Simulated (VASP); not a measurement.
A run of VASP 6.6.1:

Contents of INCAR:

```
SYSTEM = BP
PREC = Accurate ; ENCUT = 520
EDIFF = 1E-7 ; ISMEAR = -1
SIGMA = 0.05 ; LREAL = .False.
LASPH = .True. ; NELM = 60
ALGO = Normal ; ISIF = 2
LWAVE = .False. ; LCHARG = .False.
GGA = RE ; IVDW = 12
NBANDS = 11
```

Contents of KPOINTS:

```
regular mesh
0
Gamma
  10 10 10
  0 0 0
```

Contents of POSCAR:

```
BP
1.0
    0.0000000000      2.2226808807      2.2226808807
    2.2226808807      0.0000000000      2.2226808807
    2.2226808807      2.2226808807      0.0000000000
P B
1 1
Direct
    0.7500000000      0.7500000000      0.7500000000
    0.0000000000      0.0000000000      0.0000000000
```

Potentials or basis: VASP PAW PBE potentials, release 64 (P, B).

Command:

```console
$ cat potpaw_PBE.64/P/POTCAR potpaw_PBE.64/B/POTCAR > POTCAR
$ mpirun -np 1 vasp_std > vasp.out
```

Hardware: 1 thread of AMD EPYC 7R43 64-Core Processor (Zen 3), with other jobs on the host.

Question: How long does it take, and how much memory?

Answer: It took 12 s on 1 thread of AMD EPYC 7R43 64-Core Processor (Zen 3), with other jobs on the host, peak memory 0.12 GiB. Counts: scf iterations 14, k points 47.
